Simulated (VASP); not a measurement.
# Ta (P6_3/mmc) in VASP: a series of runs

Ta is run at these levels: PBE; tasks: relaxation of cell and atoms.

Program: VASP 6.6.1. These are calculated values, not measurements. Logs are shortened: lines on timing, memory, paths and dates and some standing lists are left out, and cuts for length are marked.

## 1. The cell of the first run

Symmetry: P6_3/mmc, No. 194, hexagonal system. The conventional cell has a = 2.891 Å, b = 2.891 Å, c = 5.121 Å, α = 90.00°, β = 90.00°, γ = 120.00°. Within 3.8 Å of Ta (site symmetry -6m2) lie 12 Ta at 2.89 to 3.06 Å.

This isn't the form of Ta at room conditions, which is bcc.

## 2. Relaxation of cell and atoms, PBE, target pressure 2 GPa, at which the enthalpy is minimised

INCAR reads:

```
PREC = Accurate
ENCUT = 600
EDIFF = 1E-6
ISMEAR = -1
SIGMA = 0.05
LREAL = F
LASPH = T
NELM = 100
ALGO = Normal
ISIF = 3
LWAVE = F
LCHARG = F
GGA = PE
IBRION = 2
NSW = 32
EDIFFG = -0.005
PSTRESS = 20.0
```

KPOINTS reads:

```
regular mesh
0
Gamma
  15 15 8
```

POSCAR reads:

```
Ta
1.0
    2.8912519631      0.0000000000      0.0000000000
   -1.4456259816      2.5038976488      0.0000000000
    0.0000000000      0.0000000000      5.1207684818
Ta
2
Direct
    0.3333333333      0.6666666667      0.2500000000
    0.6666666667      0.3333333333      0.7500000000
```

Potentials or basis: VASP PAW PBE potentials, release 64 (Ta_pv).

Command:

```
cat potpaw_PBE.64/Ta_pv/POTCAR > POTCAR
mpirun -np 1 vasp_std > vasp.out
```

OUTCAR:

```text
PREC = Accurate
   ENCUT = 600
   EDIFF = 1E-6
   ISMEAR = -1
   LREAL = F
   LASPH = T
   NELM = 100
   ISIF = 3
   GGA = PE
   IBRION = 2
   NSW = 32
   EDIFFG = -0.005
   PSTRESS = 20.0

 ion  position               nearest neighbor table
   1  0.333  0.667  0.250-   2 3.06   2 3.06   2 3.06   2 3.06   2 3.06   2 3.06
   2  0.667  0.333  0.750-   1 3.06   1 3.06   1 3.06   1 3.06   1 3.06   1 3.06

  LATTYP: Found a hexagonal cell.
 ALAT       =     2.8912519631
 C/A-ratio  =     1.7711249477

  Lattice vectors:

 A1 = (   2.8912519631,   0.0000000000,   0.0000000000)
 A2 = (  -1.4456259816,   2.5038976488,   0.0000000000)
 A3 = (   0.0000000000,   0.0000000000,   5.1207684818)

Analysis of symmetry for initial positions (statically):
=====================================================================
 Subroutine PRICEL returns:
 Original cell was already a primitive cell.

 Routine SETGRP: Setting up the symmetry group for a
 hexagonal supercell.

 Subroutine GETGRP returns: Found 24 space group operations
 (whereof 12 operations were pure point group operations)
 out of a pool of 24 trial point group operations.

The static configuration has the point symmetry D_3d.
 The point group associated with its full space group is D_6h.

Analysis of symmetry for dynamics (positions and initial velocities):
=====================================================================
 Subroutine PRICEL returns:
 Original cell was already a primitive cell.

 Routine SETGRP: Setting up the symmetry group for a
 hexagonal supercell.

 Subroutine GETGRP returns: Found 24 space group operations
 (whereof 12 operations were pure point group operations)
 out of a pool of 24 trial point group operations.

The dynamic configuration has the point symmetry D_3d.
 The point group associated with its full space group is D_6h.

 Subroutine INISYM returns: Found 24 space group operations
 (whereof 12 operations are pure point group operations),
 and found     1 'primitive' translations

----------------------------------------------------------------------------------------

                                     Primitive cell

  volume of cell :      37.0713

  direct lattice vectors                    reciprocal lattice vectors
     2.891251963  0.000000000  0.000000000     0.345870928  0.199688673  0.000000000
    -1.445625982  2.503897649  0.000000000     0.000000000  0.399377347  0.000000000
     0.000000000  0.000000000  5.120768482     0.000000000  0.000000000  0.195283189

  length of vectors
     2.891251963  2.891251963  5.120768482     0.399377347  0.399377347  0.195283189
[... 103 lines left out ...]
  Fermi-wavevector in a.u.,A,eV,Ry     =   1.375740  2.599772 25.751227  1.892662
  Thomas-Fermi vector in A             =   2.501049
   LORBIT       =      0    0 simple, 1 ext, 2 COOP (PROOUT), +10 PAW based schemes
   GGA     = PE    functional components
   LHFCALC =     F    Hartree Fock is set to
   AEXX    =    0.0000 exact exchange contribution
   IVDW    =     0    specifies the selected vdW correction
   LEPSILON=     F    determine dielectric tensor
   LRPA    =     F    only Hartree local field effects (RPA)
 conjugate gradient relaxation of ions
 non-spin polarized calculation
  energy-cutoff  :      600.00
  volume of cell :       37.07
 maximum number of plane-waves:      1275
 NGX is ok and might be reduce to    24
   NGX = 11   NGY = 11   NGZ = 21

--------------------------------------- Ionic step        1  -------------------------------------------

 number of electron      22.0000000 magnetization

 Free energy of the ion-electron system (eV)
  ---------------------------------------------------
  ext. energy  EPLUGINS =         0.00000000
  ---------------------------------------------------
  free energy    TOTEN  =       -23.07794743 eV

  energy without entropy =      -23.05899463  energy(sigma->0) =      -23.06847103

------------------------ aborting loop because EDIFF is reached ----------------------------------------

  FORCE on cell =-STRESS in cart. coord.  units (eV):
  Direction    XX          YY          ZZ          XY          YZ          ZX
  --------------------------------------------------------------------------------------
  -------------------------------------------------------------------------------------
  Total        0.4854257      0.4854257      0.4856394     -0.0000000     -0.0000000     -0.0000000
  in kB       20.9795278     20.9795278     20.9887623     -0.0000000     -0.0000000     -0.0000000
  external PRESSURE =       0.9826059 kB  Pullay stress =      20.0000000 kB
[... 101 lines left out ...]
--------------------------------------- Ionic step        4  -------------------------------------------

 number of electron      22.0000000 magnetization

 Free energy of the ion-electron system (eV)
  ---------------------------------------------------
  ext. energy  EPLUGINS =         0.00000000
  ---------------------------------------------------
  free energy    TOTEN  =       -23.07818400 eV

  energy without entropy =      -23.05921999  energy(sigma->0) =      -23.06870200

 E-fermi :   5.6777     XC(G=0): -12.4573

 val. band max:        5.6670598127   @ k =   0.3333   0.2000   0.2500
 cond. band min:       5.6877593510   @ k =   0.1333   0.1333   0.2500
 fundamental gap:      0.0206995383
 Fermi energy:         5.6777054718

 k-point     1 :       0.0000    0.0000    0.0000
  band No.  band energies     occupation
      1     -28.8750      2.00000
      2     -28.0102      2.00000
      3     -27.9115      2.00000
      4     -27.9115      2.00000
      5     -27.8230      2.00000
      6     -27.8230      2.00000
      7      -2.5470      2.00000
      8       0.7514      2.00000
      9       5.1637      1.99993
     10       5.6383      1.37462
     11       6.2754      0.00001
     12       6.2754      0.00001
     13       6.8618      0.00000
     14       6.8618      0.00000
[... 401 lines left out ...]
      2     -28.7284      2.00000
      3     -28.4109      2.00000
      4     -28.3648      2.00000
      5     -28.2703      2.00000
      6     -28.1931      2.00000
      7       2.5913      2.00000
      8       2.7400      2.00000
      9       2.9997      2.00000
     10       4.5702      2.00000
     11       5.2898      1.99914
     12       5.5281      1.90442
     13       6.5498      0.00000
     14       9.8151      0.00000
     15      10.2245      0.00000

 [... further k-points ...]

------------------------ aborting loop because EDIFF is reached ----------------------------------------

  FORCE on cell =-STRESS in cart. coord.  units (eV):
  Direction    XX          YY          ZZ          XY          YZ          ZX
  --------------------------------------------------------------------------------------
  -------------------------------------------------------------------------------------
  Total        0.4564329      0.4564329      0.4569881     -0.0000000      0.0000000      0.0000000
  in kB       19.7166291     19.7166291     19.7406138     -0.0000000      0.0000000      0.0000000
  external PRESSURE =      -0.2753760 kB  Pullay stress =      20.0000000 kB
[... 21 lines left out ...]
  energy  without entropy=      -23.0592199903  energy(sigma->0) =      -23.06870200

  enthalpy is  TOTEN    =       -22.6151912029 eV   P V=        0.4629927993

 reached required accuracy - stopping structural energy minimisation
```

OSZICAR:

```text
N       E                     dE             d eps       ncg     rms          rms(c)
DAV:   1     0.173681077477E+03    0.17368E+03   -0.14303E+04  4050   0.169E+03
[... 23 lines left out ...]
DAV:   5    -0.230783276058E+02    0.70426E-06   -0.17509E-06  2417   0.143E-02
   3 F= -.22615188E+02 E0= -.22605702E+02  d E =-.199256E-05
       N       E                     dE             d eps       ncg     rms          rms(c)
DAV:   1    -0.230781950454E+02    0.13326E-03   -0.40529E-04  4141   0.254E-01    0.287E-02
DAV:   2    -0.230781853978E+02    0.96477E-05   -0.15399E-05  4218   0.396E-02    0.110E-02
DAV:   3    -0.230781833163E+02    0.20815E-05   -0.85636E-06  4694   0.291E-02    0.426E-03
DAV:   4    -0.230781840022E+02   -0.68593E-06   -0.36076E-07  2249   0.574E-03
   4 F= -.22615191E+02 E0= -.22605709E+02  d E =-.511242E-05
```

CONTCAR:

```text
Ta
   1.00000000000000
     2.8917324177510952   -0.0000000000002055   -0.0000000000000000
    -1.4458662089257339    2.5043137347334179   -0.0000000000000000
     0.0000000000000000   -0.0000000000000000    5.1216274493768159
  Ta
     2
Direct
     0.3333333332999970    0.6666666667000030    0.2500000000000000
     0.6666666667000030    0.3333333332999970    0.7500000000000000

  0.00000000E+00  0.00000000E+00  0.00000000E+00
  0.00000000E+00  0.00000000E+00  0.00000000E+00
```

It took 1.8 min on 1 thread of AMD EPYC 7R13 (Zen 3), shared host; peak memory 0.2 GiB.

Results:

```
Free energy                                                : -23.0782 eV
Relaxed volume                                             : 18.54 Å³/atom
Relaxed cell                                               : a = 2.892 Å, b = 2.892 Å, c = 5.122 Å, α = 90.00°, β = 90.00°, γ = 120.00°
Space group after relaxing (to 0.1 Å)                      : P6_3/mmc (No. 194)
Energy change on relaxing (the run minimises the enthalpy) : -0.1 meV/atom
Ionic steps                                                : 4
Pressure after relaxing                                    : 2.0 GPa
Band gap on the k mesh                                     : zero (bands 11 and 12 overlap by 2.18 eV)
```

Step by step:
| step | energy change (eV) | largest force (eV/Å) | pressure (GPa) | volume (Å³) |
| --- | --- | --- | --- | --- |
| 1 | 0.0000 | 0.0000 | 2.10 | 37.07 |
| 2 | -0.0007 | 0.0000 | 1.90 | 37.13 |
| 3 | -0.0004 | 0.0000 | 1.94 | 37.10 |
| 4 | -0.0002 | 0.0000 | 1.97 | 37.09 |

Final structure:
```cif
data_structure
_symmetry_space_group_name_H-M 'P 1'
_symmetry_Int_Tables_number 1
_cell_length_a 2.8917
_cell_length_b 2.8917
_cell_length_c 5.1216
_cell_angle_alpha 90.000
_cell_angle_beta 90.000
_cell_angle_gamma 120.000
_cell_volume 37.09
loop_
_atom_site_label
_atom_site_type_symbol
_atom_site_fract_x
_atom_site_fract_y
_atom_site_fract_z
_atom_site_occupancy
Ta1 Ta 0.33333 0.66667 0.25000 1
Ta2 Ta 0.66667 0.33333 0.75000 1
```

Levels at points of the mesh, in eV from the Fermi level:
| k point | band 8 | band 9 | band 10 | band 11 | band 12 | band 13 | band 14 | band 15 |
| --- | --- | --- | --- | --- | --- | --- | --- | --- |
| (0.00, 0.00, 0.00) | -4.93 | -0.51 | -0.04 | 0.60 | 0.60 | 1.18 | 1.18 | 2.97 |
| (0.00, 0.00, 0.50) | -6.36 | -1.15 | -1.15 | 0.64 | 0.64 | 0.64 | 0.64 | 4.47 |

Caveat: the cell is relaxed towards a set pressure, so the run minimises the enthalpy, not the energy; spin-orbit coupling is left out, which moves the levels of the heavy elements.

## 3. Relaxation of cell and atoms, PBE, target pressure 2 GPa, at which the enthalpy is minimised

This run uses another cell than the first one, of 18.66 Å³/atom.

INCAR reads:

```
SYSTEM = Ta
ALGO = Normal
EDIFF = 1E-6
EDIFFG = -0.005
ENCUT = 600
GGA = PE
IBRION = 2
ISIF = 3
ISMEAR = -1
LASPH = .TRUE.
LCHARG = .FALSE.
LREAL = .FALSE.
LWAVE = .FALSE.
NELM = 100
NSW = 60
PREC = Accurate
PSTRESS = 20.0
SIGMA = 0.05
```

KPOINTS reads:

```
k-points
0
G
  15 15 8
  0 0 0
```

POSCAR reads:

```
Ta
1.0
    2.9849855906      0.0000000000      0.0000000000
   -1.4924927953      2.5850733514      0.0000000000
    0.0000000000      0.0000000000      4.8356766567
Ta
2
Direct
    0.3333333333      0.6666666667      0.2500000000
    0.6666666667      0.3333333333      0.7500000000
```

Potentials or basis: VASP PAW PBE potentials, release 64 (Ta_pv).

Command:

```
cat potpaw_PBE.64/Ta_pv/POTCAR > POTCAR
mpirun -np 1 vasp_std > vasp.out
```

Run time: 3.9 min. Hardware: 1 thread of AMD EPYC 7R13 (Zen 3), shared host; peak memory 0.2 GiB.

It converged, with:

* Free energy: -23.0780 eV
* Relaxed volume: 18.54 Å³/atom
* Relaxed cell: a = 2.892 Å, b = 2.892 Å, c = 5.121 Å, α = 90.00°, β = 90.00°, γ = 120.00°
* Space group after relaxing (to 0.1 Å): P6_3/mmc (No. 194)
* Energy change on relaxing (the run minimises the enthalpy): -51.4 meV/atom
* Ionic steps: 8
* Pressure after relaxing: 2.0 GPa
* Band gap on the k mesh: zero (bands 11 and 12 overlap by 2.18 eV)

Step by step:
| step | energy change (eV) | largest force (eV/Å) | pressure (GPa) | volume (Å³) |
| --- | --- | --- | --- | --- |
| 1 | 0.0000 | 0.0000 | 0.81 | 37.31 |
| 2 | -0.0846 | 0.0000 | 5.06 | 36.51 |
| 3 | -0.0846 | 0.0000 | 5.86 | 36.38 |
| 4 | -0.0792 | 0.0000 | -4.36 | 38.48 |
| 5 | -0.1021 | 0.0000 | 2.23 | 37.05 |
| 6 | -0.1019 | 0.0000 | 2.32 | 37.03 |
| 7 | -0.1031 | 0.0000 | 1.81 | 37.12 |
| 8 | -0.1028 | 0.0000 | 2.01 | 37.09 |

Final structure:
```
Ta
1.0
     2.89174    0.00000    0.00000
    -1.44587    2.50432    0.00000
     0.00000    0.00000    5.12098
Ta
2
Direct
  0.33333 0.66667 0.25000
  0.66667 0.33333 0.75000
```

Levels at points of the mesh, in eV from the Fermi level:
```tsv
k point	band 9	band 10	band 11	band 12	band 13	band 14
(0.00, 0.00, 0.00)	-0.51	-0.04	0.60	0.60	1.18	1.18
(0.00, 0.00, 0.50)	-1.15	-1.15	0.64	0.64	0.64	0.64
```

Caveat: the cell is relaxed towards a set pressure, so the run minimises the enthalpy, not the energy; spin-orbit coupling is left out, which moves the levels of the heavy elements.

The gap in the log of VASP goes by the Fermi energy; the results here count the filled bands.